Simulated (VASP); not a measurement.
# Ta16S in VASP: single point with PBE+D3(BJ)

Aim: the single point of Ta16S with PBE+D3(BJ).

Everything below comes from runs of VASP 6.6.1. Logs are shortened: lines on timing, memory, paths and dates and some standing lists are left out, and cuts for length are marked.

**1. The cell of the first run**

The cell holds a slab with vacuum, 17 atoms: a = 5.690 Å, b = 5.690 Å, c = 25.968 Å, α = 90.00°, β = 90.00°, γ = 109.47°.

**2. Single point, PBE+D3(BJ)**

Input file INCAR:

```
PREC = Accurate
ENCUT = 520
EDIFF = 1E-7
ISMEAR = 0
SIGMA = 0.1
LREAL = Auto
LASPH = T
NELM = 60
ALGO = Fast
ISIF = 2
LWAVE = F
LCHARG = F
LDIPOL = T
IDIPOL = 3
DIPOL = 0.5 0.5 0.474
GGA = PE
IVDW = 12
NBANDS = 105
```

Input file KPOINTS:

```
regular mesh
0
Gamma
  6 6 1
```

Input file POSCAR:

```
Ta16S
1.0
    5.6896945746      0.0000000000      0.0000000000
   -1.8965648582      5.3642954888      0.0000000000
    0.0000000000      0.0000000000     25.9684242500
Ta S
16 1
Direct
    0.2500000000      0.2500000000      0.3273205920
    0.2500000000      0.7500000000      0.3273205920
    0.7500000000      0.2500000000      0.3273205920
    0.7500000000      0.7500000000      0.3273205920
    0.5000000000      0.5000000000      0.4167679940
    0.5000000000      0.0000000000      0.4167679940
    0.0000000000      0.5000000000      0.4167679940
    0.0000000000      0.0000000000      0.4167679940
    0.7480842644      0.7480842644      0.5047692935
    0.7507760875      0.2492239125      0.5073274428
    0.2492239125      0.7507760875      0.5073274428
    0.2519157356      0.2519157356      0.5047692935
    0.0000000000      0.0000000000      0.5952268633
    0.0000000000      0.5000000000      0.5958150492
    0.5000000000      0.0000000000      0.5958150492
    0.5000000000      0.5000000000      0.5897619332
    0.0000000000      0.0000000000      0.6816353522
```

Potentials or basis: VASP PAW PBE potentials, release 64 (Ta_pv, S).

The run is started by

```
> cat potpaw_PBE.64/Ta_pv/POTCAR potpaw_PBE.64/S/POTCAR > POTCAR
> mpirun -np 1 vasp_std > vasp.out
```

OUTCAR:

```text
PREC = Accurate
   ENCUT = 520
   EDIFF = 1E-7
   ISMEAR = 0
   LREAL = Auto
   LASPH = T
   NELM = 60
   ISIF = 2
   GGA = PE
   IVDW = 12
 IVDW          = 12

 ion  position               nearest neighbor table
   1  0.250  0.250  0.327-   5 2.84   8 2.84   3 2.84   3 2.84   2 2.84   2 2.84   7 3.28   6 3.28
                             4 3.28   4 3.28
   2  0.250  0.750  0.327-   6 2.84   7 2.84   4 2.84   4 2.84   1 2.84   1 2.84   5 3.28   8 3.28
                             3 3.28   3 3.28
   3  0.750  0.250  0.327-   6 2.84   7 2.84   1 2.84   1 2.84   4 2.84   4 2.84   5 3.28   8 3.28
                             2 3.28   2 3.28
   4  0.750  0.750  0.327-   5 2.84   8 2.84   2 2.84   2 2.84   3 2.84   3 2.84   7 3.28   6 3.28
                             1 3.28   1 3.28
   5  0.500  0.500  0.417-   9 2.81  12 2.81   1 2.84   4 2.84   7 2.84   7 2.84   6 2.84   6 2.84
                             3 3.28   2 3.28   8 3.28   8 3.28  10 3.31  11 3.31
   6  0.500  0.000  0.417-   2 2.84   3 2.84   8 2.84   8 2.84   5 2.84   5 2.84  10 2.87  11 2.87
                             9 3.26  12 3.26   1 3.28   4 3.28   7 3.28   7 3.28
   7  0.000  0.500  0.417-   2 2.84   3 2.84   5 2.84   5 2.84   8 2.84   8 2.84  10 2.87  11 2.87
                             9 3.26  12 3.26   1 3.28   4 3.28   6 3.28   6 3.28
   8  0.000  0.000  0.417-   9 2.82  12 2.82   1 2.84   4 2.84   6 2.84   6 2.84   7 2.84   7 2.84
                             3 3.28   2 3.28   5 3.28   5 3.28  10 3.30  11 3.30
   9  0.748  0.748  0.505-  16 2.74   5 2.81   8 2.82  11 2.84  10 2.84  11 2.85  10 2.85  13 2.87
                             7 3.26   6 3.26  12 3.26  12 3.31  14 3.31  15 3.31
  10  0.751  0.249  0.507-  15 2.82  14 2.82  12 2.84   9 2.84  12 2.85   9 2.85   6 2.87   7 2.87
                            16 3.16  13 3.25  11 3.28  11 3.28   8 3.30   5 3.31
  11  0.249  0.751  0.507-  15 2.82  14 2.82   9 2.84  12 2.84   9 2.85  12 2.85   6 2.87   7 2.87
                            16 3.16  13 3.25  10 3.28  10 3.28   8 3.30   5 3.31
  12  0.252  0.252  0.505-  16 2.74   5 2.81   8 2.82  10 2.84  11 2.84  10 2.85  11 2.85  13 2.87
                             7 3.26   6 3.26   9 3.26   9 3.31  14 3.31  15 3.31
  13  0.000  0.000  0.595-  17 2.24  15 2.84  15 2.84  14 2.84  14 2.84  12 2.87   9 2.87  10 3.25
                            11 3.25  16 3.29  16 3.29
  14  0.000  0.500  0.596-  10 2.82  11 2.82  13 2.84  13 2.84  16 2.85  16 2.85  15 3.28  15 3.28
                             9 3.31  12 3.31
  15  0.500  0.000  0.596-  10 2.82  11 2.82  13 2.84  13 2.84  16 2.85  16 2.85  14 3.28  14 3.28
                             9 3.31  12 3.31
  16  0.500  0.500  0.590-   9 2.74  12 2.74  14 2.85  14 2.85  15 2.85  15 2.85  11 3.16  10 3.16
                            13 3.29  13 3.29
  17  0.000  0.000  0.682-  13 2.24

  LATTYP: Found a base centered orthorhombic cell.
 ALAT       =     6.5698933885
 B/A-ratio  =     1.4142135624
 C/A-ratio  =     3.9526401289

  Lattice vectors:

 A1 = (   5.6896945746,   0.0000000000,   0.0000000000)
 A2 = (  -1.8965648582,   5.3642954888,   0.0000000000)
 A3 = (   0.0000000000,   0.0000000000,  25.9684242500)

Analysis of symmetry for initial positions (statically):
=====================================================================
 Subroutine PRICEL returns:
 Original cell was already a primitive cell.

 Routine SETGRP: Setting up the symmetry group for a
 base centered orthorhombic supercell.

 Subroutine GETGRP returns: Found  4 space group operations
 (whereof  4 operations were pure point group operations)
 out of a pool of  8 trial point group operations.

The static configuration has the point symmetry C_2v.

Analysis of symmetry for dynamics (positions and initial velocities):
=====================================================================
 Subroutine PRICEL returns:
 Original cell was already a primitive cell.

 Routine SETGRP: Setting up the symmetry group for a
 base centered orthorhombic supercell.

 Subroutine GETGRP returns: Found  4 space group operations
 (whereof  4 operations were pure point group operations)
 out of a pool of  8 trial point group operations.

The dynamic configuration has the point symmetry C_2v.

 Subroutine INISYM returns: Found  4 space group operations
 (whereof  4 operations are pure point group operations),
 and found     1 'primitive' translations

----------------------------------------------------------------------------------------

                                     Primitive cell

  volume of cell :     792.5875

  direct lattice vectors                    reciprocal lattice vectors
     5.689694575  0.000000000  0.000000000     0.175756359  0.062139257  0.000000000
    -1.896564858  5.364295489  0.000000000     0.000000000  0.186417770  0.000000000
     0.000000000  0.000000000 25.968424250     0.000000000  0.000000000  0.038508305

  length of vectors
     5.689694575  5.689694575 25.968424250     0.186417770  0.186417770  0.038508305

  position of ions in fractional coordinates (direct lattice)
     0.250000000  0.250000000  0.327320592
     0.250000000  0.750000000  0.327320592
     0.750000000  0.250000000  0.327320592
     0.750000000  0.750000000  0.327320592
     0.500000000  0.500000000  0.416767994
     0.500000000  0.000000000  0.416767994
[... 9 lines left out ...]
     0.500000000  0.500000000  0.589761933
     0.000000000  0.000000000  0.681635352

  ion indices of the primitive-cell ions
   primitive index   ion index
                 1           1
                 2           2
                 3           3
                 4           4
                 5           5
                 6           6
[... 9 lines left out ...]
                16          16
                17          17

----------------------------------------------------------------------------------------

 KPOINTS: regular mesh

Automatic generation of k-mesh.
 Grid dimensions read from file:
 generate k-points for:    6    6    1

 Generating k-lattice:

  Cartesian coordinates                     Fractional coordinates (reciprocal lattice)
     0.029292726  0.010356543  0.000000000     0.166666667  0.000000000  0.000000000
     0.000000000  0.031069628  0.000000000     0.000000000  0.166666667  0.000000000
     0.000000000  0.000000000  0.038508305     0.000000000  0.000000000  1.000000000

  Length of vectors
     0.031069628  0.031069628  0.038508305

  Shift w.r.t. Gamma in fractional coordinates (k-lattice)
     0.000000000  0.000000000  0.000000000

 Subroutine IBZKPT returns following result:
 ===========================================

 Found     13 irreducible k-points:

 Following reciprocal coordinates:
            Coordinates               Weight
  0.000000  0.000000  0.000000      1.000000
  0.166667  0.000000  0.000000      4.000000
  0.333333  0.000000  0.000000      4.000000
  0.500000  0.000000  0.000000      2.000000
  0.166667  0.166667  0.000000      2.000000
  0.333333  0.166667  0.000000      4.000000
  0.500000  0.166667  0.000000      4.000000
 -0.333333  0.166667  0.000000      4.000000
 -0.166667  0.166667  0.000000      2.000000
  0.333333  0.333333  0.000000      2.000000
  0.500000  0.333333  0.000000      4.000000
 -0.333333  0.333333  0.000000      2.000000
  0.500000  0.500000  0.000000      1.000000
   k-points           NKPTS =     13   k-points in BZ     NKDIM =     13   number of bands    NBANDS=    105
   number of dos      NEDOS =    301   number of ions     NIONS =     17
   total plane-waves  NPLWV = 345744
   dimension x,y,z NGX =    42 NGY =   42 NGZ =  196
   dimension x,y,z NGXF=    84 NGYF=   84 NGZF=  392
   ions per type =              16   1
   NGX,Y,Z   is equivalent  to a cutoff of  12.27, 12.27, 12.55 a.u.
   NGXF,Y,Z  is equivalent  to a cutoff of  24.54, 24.54, 25.10 a.u.
 SYSTEM =  unknown system
   PREC   = accura    normal or accurate (medium, high low for compatibility)
   ISTART =      0    job   : 0-new  1-cont  2-samecut
   ICHARG =      2    charge: 1-file 2-atom 10-const
   ISPIN  =      1    spin polarized calculation?
   LNONCOLLINEAR =      F non collinear calculations
   LSORBIT =      F    spin-orbit coupling
   LASPH  =      T    aspherical Exc in radial PAW
   ENCUT  =  520.0 eV  38.22 Ry    6.18 a.u.  10.58 10.58 48.28*2*pi/ulx,y,z
   NELM   =     60;   NELMIN=  2; NELMDL= -5     # of ELM steps
   EDIFF  = 0.1E-06   stopping-criterion for ELM
   LREAL  =      T    real-space projection
   EDIFFG = 0.1E-05   stopping-criterion for IOM
   NSW    =      0    number of steps for IOM
   IBRION =     -1    ionic relax: 0-MD 1-quasi-New 2-CG
   NFREE  =      0    steps in history (QN), initial steepest desc. (CG)
   ISIF   =      2    stress and relaxation
   ISYM   =      2    0-nonsym 1-usesym 2-fastsym
   POTIM  = 0.5000    time-step for ionic-motion
   TEBEG  =    0.0;   TEEND  =   0.0 temperature during run
   PSTRESS=    0.0 pullay stress
   NELECT =     182.0000    total number of electrons
   NUPDOWN=      -1.0000    fix difference up-down
   EMIN   =  10.00;   EMAX   =-10.00  energy-range for DOS
   EFERMI =   0.00;   METHOD = LEGACY
   ISMEAR =     0;   SIGMA  =   0.10  broadening in eV -4-tet -1-fermi 0-gaus
   EFERMI_NEDOS =   21; number of points for ismear=-14 and -15
   IALGO  =     68    algorithm
   IMIX   =      4    mixing-type and parameters
     AMIX     =   0.40;   BMIX     =  1.00
     AMIX_MAG =   1.60;   BMIX_MAG =  1.00
  volume/ion in A,a.u.               =      46.62       314.63
  Fermi-wavevector in a.u.,A,eV,Ry     =   1.002497  1.894444 13.673846  1.004999
  Thomas-Fermi vector in A             =   2.134987
   LORBIT       =      0    0 simple, 1 ext, 2 COOP (PROOUT), +10 PAW based schemes
   GGA     = PE    functional components
   LHFCALC =     F    Hartree Fock is set to
   AEXX    =    0.0000 exact exchange contribution
   IVDW    =    12    specifies the selected vdW correction
   LEPSILON=     F    determine dielectric tensor
   LRPA    =     F    only Hartree local field effects (RPA)
 non-spin polarized calculation
 RMM-DIIS sequential band-by-band and
 Gauss-broadening in eV      SIGMA  =   0.10
  energy-cutoff  :      520.00
  volume of cell :      792.59
 maximum number of plane-waves:     21409
   NGX = 21   NGY = 21   NGZ = 97

 dipolmoment           0.000000      0.000000     -0.092338 electrons x Angstroem

 number of electron     182.0000041 magnetization

 dipolmoment           0.000000      0.000000      0.052345 electrons x Angstroem

 Free energy of the ion-electron system (eV)
  ---------------------------------------------------
  ext. energy  EPLUGINS =         0.00000000
  ---------------------------------------------------
  free energy    TOTEN  =      -185.54173143 eV

  energy without entropy =     -185.41423081  energy(sigma->0) =     -185.47798112

 E-fermi :  -0.7434     XC(G=0):  -5.6047

 val. band max:       -0.7478749032   @ k =   0.1667   0.0000   0.0000
 cond. band min:      -0.7378820993   @ k =   0.1667   0.1667   0.0000
 fundamental gap:      0.0099928039
 Fermi energy:        -0.7433503720

 k-point     1 :       0.0000    0.0000    0.0000
  band No.  band energies     occupation
      1     -35.3038      2.00000
      2     -35.2614      2.00000
      3     -35.2532      2.00000
      4     -35.2343      2.00000
      5     -35.2285      2.00000
      6     -35.2254      2.00000
[... 95 lines left out ...]
    102       1.6123      0.00000
    103       1.7376      0.00000

 k-point     2 :       0.1667    0.0000    0.0000
  band No.  band energies     occupation
      1     -35.2761      2.00000
      2     -35.2318      2.00000
      3     -35.2181      2.00000
      4     -35.2104      2.00000
      5     -35.2023      2.00000
      6     -35.1948      2.00000
[... 1261 lines left out ...]
    102       0.4140      0.00000
    103       0.4723      0.00000
 [bands above 103 left out]

------------------------ aborting loop because EDIFF is reached ----------------------------------------

 vacuum level on the upper side and lower side of the slab       (xc-potential included)         0.109        -0.180

 Edisp (eV)   -8.09811

 E8    (eV) :    -4.3474

  FORCE on cell =-STRESS in cart. coord.  units (eV):
  Direction    XX          YY          ZZ          XY          YZ          ZX
  --------------------------------------------------------------------------------------
  -------------------------------------------------------------------------------------
  Total     -10.87621   -10.85436    -3.14210     0.03089     0.00000     0.00000
  in kB     -21.98572   -21.94157    -6.35159     0.06244     0.00000     0.00000
  external pressure =      -16.76 kB  Pullay stress =        0.00 kB

 VOLUME and BASIS-vectors are now :
 -----------------------------------------------------------------------------
  energy-cutoff  :      520.00
  volume of cell :      792.59
      direct lattice vectors                 reciprocal lattice vectors
     5.689694575  0.000000000  0.000000000     0.175756359  0.062139257  0.000000000
    -1.896564858  5.364295489  0.000000000     0.000000000  0.186417770  0.000000000
     0.000000000  0.000000000 25.968424250     0.000000000  0.000000000  0.038508305

 POSITION                                       TOTAL-FORCE (eV/Angst)
 -----------------------------------------------------------------------------------
      0.94828      1.34107      8.50000         0.021717      0.030713      0.352759
     -0.00000      4.02322      8.50000        -0.040313      0.028505      0.323820
      3.79313      1.34107      8.50000         0.040313     -0.028505      0.323820
      2.84485      4.02322      8.50000        -0.021717     -0.030713      0.352759
      1.89656      2.68215     10.82281         0.000000      0.000000     -0.594451
      2.84485      0.00000     10.82281        -0.000000      0.000000     -0.270770
[... 9 lines left out ...]
      1.89656      2.68215     15.31519         0.000000      0.000000      0.008315
      0.00000      0.00000     17.70100         0.000000      0.000000      0.032861
 -----------------------------------------------------------------------------------
    total drift:                                0.000000      0.000000     -0.005282

  FREE ENERGIE OF THE ION-ELECTRON SYSTEM (eV)
  ---------------------------------------------------
  free  energy   TOTEN  =      -193.6398432191 eV

  energy  without entropy=     -193.5123425982  energy(sigma->0) =     -193.57609291

 vacuum level on the upper side and lower side of the slab         4.372         4.063
```

Run time: 63 min. Hardware: 1 thread of Oxide Virtual Turin-like, shared host; peak memory 1.1 GiB.

What came out:

* Free energy: -193.6398 eV
* Largest force: 0.594 eV/Å
* Band gap on the k mesh: zero (bands 91 and 92 overlap by 0.76 eV)
* Dispersion energy per atom: -0.476 eV

Forces on the atoms (eV/Å):
```
Ta   0.022  0.031  0.353
Ta  -0.040  0.029  0.324
Ta   0.040 -0.029  0.324
Ta  -0.022 -0.031  0.353
Ta   0.000  0.000 -0.594
Ta   0.000  0.000 -0.271
Ta   0.000  0.000 -0.271
Ta   0.000  0.000 -0.252
Ta   0.003  0.004  0.004
Ta  -0.004  0.003  0.011
Ta   0.004 -0.003  0.011
Ta  -0.003 -0.004  0.004
Ta   0.000  0.000 -0.006
Ta   0.000  0.000 -0.015
Ta   0.000  0.000 -0.015
Ta   0.000  0.000  0.008
S    0.000  0.000  0.033
```

Caveat: spin-orbit coupling is left out, which moves the levels of the heavy elements.
